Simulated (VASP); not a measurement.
# AlGa3N4 (P-42m) in VASP: further runs

Runs on AlGa3N4. Level: PBEsol. Tasks: single point.

Program: VASP 6.6.1. These are calculated values, not measurements. Logs are shortened: lines on timing, memory, paths and dates and some standing lists are left out, and cuts for length are marked.

**1. The cell of the first run**

The structure is tetragonal, space group P-42m (No. 111). Conventional cell: a = 4.468 Å, b = 4.468 Å, c = 4.259 Å, α = 90.00°, β = 90.00°, γ = 90.00°. Al (site symmetry -42m) has 4 N at 1.87 Å within 2.5 Å. Ga (site symmetry 222) has 4 N at 1.92 Å within 2.5 Å. Within 2.5 Å of Ga (site symmetry -42m) lie 4 N at 1.92 Å. Within 2.5 Å of N (site symmetry m) lie 1 Al at 1.87 Å and 3 Ga at 1.92 Å.

**2. Single point, PBEsol**

Input file INCAR:

```
PREC = Accurate
ENCUT = 520
EDIFF = 1E-6
ISMEAR = 0
SIGMA = 0.05
LREAL = False
LASPH = True
NELM = 60
ALGO = Normal
ISIF = 2
LWAVE = False
LCHARG = False
GGA = PS
NBANDS = 41
```

Input file KPOINTS:

```
regular mesh
0
Gamma
  6 6 6
```

Input file POSCAR:

```
AlGa3N4
1.0
    4.2589415476      0.0000000000      0.0000000000
    0.0000000000      4.4675774128      0.0000000000
    0.0000000000      0.0000000000      4.4675774128
Al Ga N
1 3 4
Direct
    0.0000000000      0.0000000000      0.0000000000
    0.5000000000      0.5000000000      0.0000000000
    0.5000000000      0.0000000000      0.5000000000
    0.0000000000      0.5000000000      0.5000000000
    0.7550464072      0.7550464072      0.2449535928
    0.7550464072      0.2449535928      0.7550464072
    0.2449535928      0.7550464072      0.7550464072
    0.2449535928      0.2449535928      0.2449535928
```

Potentials or basis: VASP PAW PBE potentials, release 64 (Al, Ga_d, N).

On the command line:

```sh
cat potpaw_PBE.64/Al/POTCAR potpaw_PBE.64/Ga_d/POTCAR potpaw_PBE.64/N/POTCAR > POTCAR
mpirun -np 1 vasp_std > vasp.out
```

OUTCAR:

```text
PREC = Accurate
   ENCUT = 520
   EDIFF = 1E-6
   ISMEAR = 0
   LREAL = False
   LASPH = True
   NELM = 60
   ISIF = 2
   GGA = PS

 ion  position               nearest neighbor table
   1  0.000  0.000  0.000-   5 1.87   6 1.87   7 1.87   8 1.87   2 3.09   3 3.09   3 3.09   2 3.09
                             2 3.09   3 3.09   3 3.09   2 3.09
   2  0.500  0.500  0.000-   5 1.92   6 1.92   7 1.92   8 1.92   1 3.09   1 3.09   1 3.09   1 3.09

   3  0.500  0.000  0.500-   5 1.92   6 1.92   7 1.92   8 1.92   1 3.09   1 3.09   1 3.09   1 3.09

   4  0.000  0.500  0.500-   5 1.92   6 1.92   7 1.92   8 1.92
   5  0.755  0.755  0.245-   1 1.87   2 1.92   3 1.92   4 1.92
   6  0.755  0.245  0.755-   1 1.87   2 1.92   3 1.92   4 1.92
   7  0.245  0.755  0.755-   1 1.87   2 1.92   3 1.92   4 1.92
   8  0.245  0.245  0.245-   1 1.87   2 1.92   3 1.92   4 1.92

  LATTYP: Found a simple tetragonal cell.
 ALAT       =     4.4675774128
 C/A-ratio  =     0.9533000000

  Lattice vectors:

 A1 = (   0.0000000000,   4.4675774128,   0.0000000000)
 A2 = (   0.0000000000,   0.0000000000,   4.4675774128)
 A3 = (   4.2589415476,   0.0000000000,   0.0000000000)

Analysis of symmetry for initial positions (statically):
=====================================================================
 Subroutine PRICEL returns:
 Original cell was already a primitive cell.

 Routine SETGRP: Setting up the symmetry group for a
 simple tetragonal supercell.

 Subroutine GETGRP returns: Found  8 space group operations
 (whereof  8 operations were pure point group operations)
 out of a pool of 16 trial point group operations.

The static configuration has the point symmetry D_2d.

Analysis of symmetry for dynamics (positions and initial velocities):
=====================================================================
 Subroutine PRICEL returns:
 Original cell was already a primitive cell.

 Routine SETGRP: Setting up the symmetry group for a
 simple tetragonal supercell.

 Subroutine GETGRP returns: Found  8 space group operations
 (whereof  8 operations were pure point group operations)
 out of a pool of 16 trial point group operations.

The dynamic configuration has the point symmetry D_2d.

 Subroutine INISYM returns: Found  8 space group operations
 (whereof  8 operations are pure point group operations),
 and found     1 'primitive' translations

----------------------------------------------------------------------------------------

                                     Primitive cell

  volume of cell :      85.0053

  direct lattice vectors                    reciprocal lattice vectors
     4.258941548  0.000000000  0.000000000     0.234800123  0.000000000  0.000000000
     0.000000000  4.467577413  0.000000000     0.000000000  0.223834957  0.000000000
     0.000000000  0.000000000  4.467577413     0.000000000  0.000000000  0.223834957

  length of vectors
     4.258941548  4.467577413  4.467577413     0.234800123  0.223834957  0.223834957

  position of ions in fractional coordinates (direct lattice)
     0.000000000  0.000000000  0.000000000
     0.500000000  0.500000000  0.000000000
     0.500000000  0.000000000  0.500000000
     0.000000000  0.500000000  0.500000000
     0.755046407  0.755046407  0.244953593
     0.755046407  0.244953593  0.755046407
     0.244953593  0.755046407  0.755046407
     0.244953593  0.244953593  0.244953593

  ion indices of the primitive-cell ions
   primitive index   ion index
                 1           1
                 2           2
                 3           3
                 4           4
                 5           5
                 6           6
                 7           7
                 8           8

----------------------------------------------------------------------------------------

 KPOINTS: regular mesh

Automatic generation of k-mesh.
 Grid dimensions read from file:
 generate k-points for:    6    6    6

 Generating k-lattice:

  Cartesian coordinates                     Fractional coordinates (reciprocal lattice)
     0.039133354  0.000000000  0.000000000     0.166666667  0.000000000  0.000000000
     0.000000000  0.037305826  0.000000000     0.000000000  0.166666667  0.000000000
     0.000000000  0.000000000  0.037305826     0.000000000  0.000000000  0.166666667

  Length of vectors
     0.039133354  0.037305826  0.037305826

  Shift w.r.t. Gamma in fractional coordinates (k-lattice)
     0.000000000  0.000000000  0.000000000

 Subroutine IBZKPT returns following result:
 ===========================================

 Found     40 irreducible k-points:

 Following reciprocal coordinates:
            Coordinates               Weight
  0.000000  0.000000  0.000000      1.000000
  0.166667  0.000000  0.000000      2.000000
  0.333333  0.000000  0.000000      2.000000
  0.500000  0.000000  0.000000      1.000000
  0.000000  0.166667  0.000000      4.000000
  0.166667  0.166667  0.000000      8.000000
[... 16 lines left out ...]
  0.333333  0.333333  0.166667     16.000000
  0.500000  0.333333  0.166667      8.000000
 [... further k-points ...]
   k-points           NKPTS =     40   k-points in BZ     NKDIM =     40   number of bands    NBANDS=     41
   number of dos      NEDOS =    301   number of ions     NIONS =      8
   total plane-waves  NPLWV =  41472
   dimension x,y,z NGX =    32 NGY =   36 NGZ =   36
   dimension x,y,z NGXF=    64 NGYF=   72 NGZF=   72
   ions per type =               1   3   4
   NGX,Y,Z   is equivalent  to a cutoff of  12.49, 13.40, 13.40 a.u.
   NGXF,Y,Z  is equivalent  to a cutoff of  24.98, 26.79, 26.79 a.u.
 SYSTEM =  unknown system
   PREC   = accura    normal or accurate (medium, high low for compatibility)
   ISTART =      0    job   : 0-new  1-cont  2-samecut
   ICHARG =      2    charge: 1-file 2-atom 10-const
   ISPIN  =      1    spin polarized calculation?
   LNONCOLLINEAR =      F non collinear calculations
   LSORBIT =      F    spin-orbit coupling
   LASPH  =      T    aspherical Exc in radial PAW
   ENCUT  =  520.0 eV  38.22 Ry    6.18 a.u.   7.92  8.31  8.31*2*pi/ulx,y,z
   NELM   =     60;   NELMIN=  2; NELMDL= -5     # of ELM steps
   EDIFF  = 0.1E-05   stopping-criterion for ELM
   LREAL  =      F    real-space projection
   EDIFFG = 0.1E-04   stopping-criterion for IOM
   NSW    =      0    number of steps for IOM
   IBRION =     -1    ionic relax: 0-MD 1-quasi-New 2-CG
   NFREE  =      0    steps in history (QN), initial steepest desc. (CG)
   ISIF   =      2    stress and relaxation
   ISYM   =      2    0-nonsym 1-usesym 2-fastsym
   POTIM  = 0.5000    time-step for ionic-motion
   TEBEG  =    0.0;   TEEND  =   0.0 temperature during run
   PSTRESS=    0.0 pullay stress
   NELECT =      62.0000    total number of electrons
   NUPDOWN=      -1.0000    fix difference up-down
   EMIN   =  10.00;   EMAX   =-10.00  energy-range for DOS
   EFERMI =   0.00;   METHOD = LEGACY
   ISMEAR =     0;   SIGMA  =   0.05  broadening in eV -4-tet -1-fermi 0-gaus
   EFERMI_NEDOS =   21; number of points for ismear=-14 and -15
   IALGO  =     38    algorithm
   IMIX   =      4    mixing-type and parameters
     AMIX     =   0.40;   BMIX     =  1.00
     AMIX_MAG =   1.60;   BMIX_MAG =  1.00
  volume/ion in A,a.u.               =      10.63        71.71
  Fermi-wavevector in a.u.,A,eV,Ry     =   1.473636  2.784768 29.546438  2.171602
  Thomas-Fermi vector in A             =   2.588505
   LORBIT       =      0    0 simple, 1 ext, 2 COOP (PROOUT), +10 PAW based schemes
   GGA     = PS    functional components
   LHFCALC =     F    Hartree Fock is set to
   AEXX    =    0.0000 exact exchange contribution
   IVDW    =     0    specifies the selected vdW correction
   LEPSILON=     F    determine dielectric tensor
   LRPA    =     F    only Hartree local field effects (RPA)
 non-spin polarized calculation
 Gauss-broadening in eV      SIGMA  =   0.05
  energy-cutoff  :      520.00
  volume of cell :       85.01
 maximum number of plane-waves:      2304
 NGX is ok and might be reduce to    32
   NGX = 15   NGY = 17   NGZ = 17

 number of electron      61.9999973 magnetization

 Free energy of the ion-electron system (eV)
  ---------------------------------------------------
  ext. energy  EPLUGINS =         0.00000000
  ---------------------------------------------------
  free energy    TOTEN  =       -54.79877553 eV

  energy without entropy =      -54.79877553  energy(sigma->0) =      -54.79877553

 E-fermi :   6.1664     XC(G=0): -11.9937

 val. band max:        5.9611870323   @ k =   0.0000   0.0000   0.0000
 cond. band min:       8.4691164770   @ k =   0.0000   0.0000   0.0000
 fundamental gap:      2.5079294447
 Fermi energy:         6.1664489848

 k-point     1 :       0.0000    0.0000    0.0000
  band No.  band energies     occupation
      1     -10.2410      2.00000
      2      -8.7411      2.00000
      3      -8.7411      2.00000
      4      -8.7269      2.00000
      5      -7.3215      2.00000
      6      -7.2957      2.00000
[... 33 lines left out ...]
     40      16.9917      0.00000
     41      16.9966      0.00000

 k-point     2 :       0.1667    0.0000    0.0000
  band No.  band energies     occupation
      1     -10.1111      2.00000
      2      -8.7720      2.00000
      3      -8.7450      2.00000
      4      -8.7450      2.00000
      5      -7.3069      2.00000
      6      -7.2923      2.00000
[... 33 lines left out ...]
     40      17.1725      0.00000
     41      17.2174      0.00000

 k-point     3 :       0.3333    0.0000    0.0000
  band No.  band energies     occupation
      1      -9.7592      2.00000
      2      -8.9427      2.00000
      3      -8.7530      2.00000
      4      -8.7530      2.00000
      5      -7.2751      2.00000
      6      -7.2751      2.00000
[... 875 lines left out ...]
      2      -8.9379      2.00000
      3      -8.8759      2.00000
      4      -8.8157      2.00000
      5      -7.2942      2.00000
      6      -7.2753      2.00000
[... 33 lines left out ...]
     40      16.1175      0.00000
     41      16.2452      0.00000

 k-point    24 :       0.5000    0.3333    0.1667
  band No.  band energies     occupation
      1      -9.1818      2.00000
      2      -9.0428      2.00000
      3      -8.8874      2.00000
      4      -8.8405      2.00000
      5      -7.2905      2.00000
      6      -7.2781      2.00000
[... 33 lines left out ...]
     40      15.9160      0.00000
     41      16.3221      0.00000

 [... further k-points ...]

------------------------ aborting loop because EDIFF is reached ----------------------------------------

  FORCE on cell =-STRESS in cart. coord.  units (eV):
  Direction    XX          YY          ZZ          XY          YZ          ZX
  --------------------------------------------------------------------------------------
  -------------------------------------------------------------------------------------
  Total        6.9589612      4.2973757      4.2973757      0.0000000      0.0000000      0.0000000
  in kB      131.1623358     80.9968357     80.9968357      0.0000000      0.0000000      0.0000000
  external PRESSURE =      97.7186691 kB  Pullay stress =       0.0000000 kB

 VOLUME and BASIS-vectors are now :
 -----------------------------------------------------------------------------
  energy-cutoff  :      520.00
  volume of cell :       85.01
      direct lattice vectors                 reciprocal lattice vectors
     4.258941548  0.000000000  0.000000000     0.234800123  0.000000000  0.000000000
     0.000000000  4.467577413  0.000000000     0.000000000  0.223834957  0.000000000
     0.000000000  0.000000000  4.467577413     0.000000000  0.000000000  0.223834957

 POSITION                                       TOTAL-FORCE (eV/Angst)
 -----------------------------------------------------------------------------------
      0.00000      0.00000      0.00000        -0.000000      0.000000     -0.000000
      2.12947      2.23379      0.00000        -0.000000      0.000000     -0.000000
      2.12947      0.00000      2.23379        -0.000000      0.000000     -0.000000
      0.00000      2.23379      2.23379        -0.000000      0.000000     -0.000000
      3.21570      3.37323      1.09435         0.041966     -0.027426      0.027426
      3.21570      1.09435      3.37323         0.041966      0.027426     -0.027426
      1.04324      3.37323      3.37323        -0.041966     -0.027426     -0.027426
      1.04324      1.09435      1.09435        -0.041966      0.027426      0.027426
 -----------------------------------------------------------------------------------
    total drift:                               -0.000000     -0.000000     -0.000000

  FREE ENERGIE OF THE ION-ELECTRON SYSTEM (eV)
  ---------------------------------------------------
  free  energy   TOTEN  =       -54.7987755288 eV

  energy  without entropy=      -54.7987755288  energy(sigma->0) =      -54.79877553
```

Wall time 92 s (1 thread of Intel Xeon 6975P-C (Granite Rapids), shared host); peak memory 0.25 GiB.

Results:

| Property | Result |
| --- | --- |
| Free energy | -54.7988 eV |
| Pressure | 9.8 GPa |
| Largest force | 0.057 eV/Å |
| Band gap on the k mesh | 2.51 eV |

Forces in eV/Å, atoms in the order of the input:
```
Al   0.000  0.000  0.000
Ga   0.000  0.000  0.000
Ga   0.000  0.000  0.000
Ga   0.000  0.000  0.000
N    0.042 -0.027  0.027
N    0.042  0.027 -0.027
N   -0.042 -0.027 -0.027
N   -0.042  0.027  0.027
```

Stress tensor (GPa, compression positive):
```
13.12  0.00  0.00
 0.00  8.10  0.00
 0.00  0.00  8.10
```

Caveat: the stress differs along the axes, from 8 to 13 GPa; the PAW data sets were made with another functional, which shifts forces and pressure a little.

**3. Single point, PBEsol**

This run uses another cell than the first one, of 10.89 Å³/atom.

Input file INCAR:

```
SYSTEM = AlGa3N4
PREC = Accurate
ENCUT = 520
EDIFF = 1E-6
ISMEAR = 0
SIGMA = 0.05
LREAL = .False.
LASPH = .True.
NELM = 80
ALGO = Normal
ISIF = 2
LWAVE = .False.
LCHARG = .False.
GGA = PS
NBANDS = 41
```

Input file KPOINTS:

```
Automatic mesh
0
Gamma
  6 6 6
  0 0 0
```

POSCAR, as its differences from that of step 2:

```diff
@@ -2,3 +2,3 @@
 1.0
-    4.2589415476      0.0000000000      0.0000000000
+    4.3634828591      0.0000000000      0.0000000000
     0.0000000000      4.4675774128      0.0000000000
```

Potentials or basis: VASP PAW PBE potentials, release 64 (Al, Ga_d, N).

On the command line:

```sh
cat potpaw_PBE.64/Al/POTCAR potpaw_PBE.64/Ga_d/POTCAR potpaw_PBE.64/N/POTCAR > POTCAR
mpirun -np 1 vasp_std > vasp.out
```

Wall time 1.7 min (1 thread of Intel Xeon 6975P-C (Granite Rapids), shared host); peak memory 0.25 GiB.

The run converged. Its results:

```yaml
Free_energy: -54.9265 eV
Pressure: 4.5 GPa
Largest_force: 0.028 eV/Å
Band_gap_on_the_k_mesh: 2.41 eV
```

Forces in eV/Å, atoms in the order of the input:
```
Al   0.000  0.000  0.000
Ga   0.000  0.000  0.000
Ga   0.000  0.000  0.000
Ga   0.000  0.000  0.000
N    0.015 -0.017  0.017
N    0.015  0.017 -0.017
N   -0.015 -0.017 -0.017
N   -0.015  0.017  0.017
```

Stress tensor (GPa, compression positive):
```
6.34 0.00 0.00
0.00 3.62 0.00
0.00 0.00 3.62
```

Levels at points of the mesh, in eV from the valence-band top:
```
           k point  band 28  band 29  band 30  band 31  band 32  band 33  band 34  band 35
(0.00, 0.00, 0.00)    -2.54    -0.10    -0.10     0.00     2.41     3.19     3.33     3.33
(0.50, 0.00, 0.00)    -1.68    -1.68    -1.37    -1.37     4.92     5.04     6.26     6.26
(0.00, 0.50, 0.00)    -1.58    -1.53    -1.28    -1.23     4.86     4.94     6.06     6.07
(0.50, 0.50, 0.00)    -1.03    -1.00    -0.96    -0.66     6.79     6.97     7.00     7.32
(0.00, 0.50, 0.50)    -1.19    -1.13    -1.13    -0.81     6.73     6.92     6.92     7.17
(0.50, 0.50, 0.50)    -0.86    -0.75    -0.70    -0.70     5.01     5.03     5.03     6.27
```

Caveat: the cell stands under pressure; the PAW data sets were made with another functional, which shifts forces and pressure a little.

(Continued in part 2 of 2.)
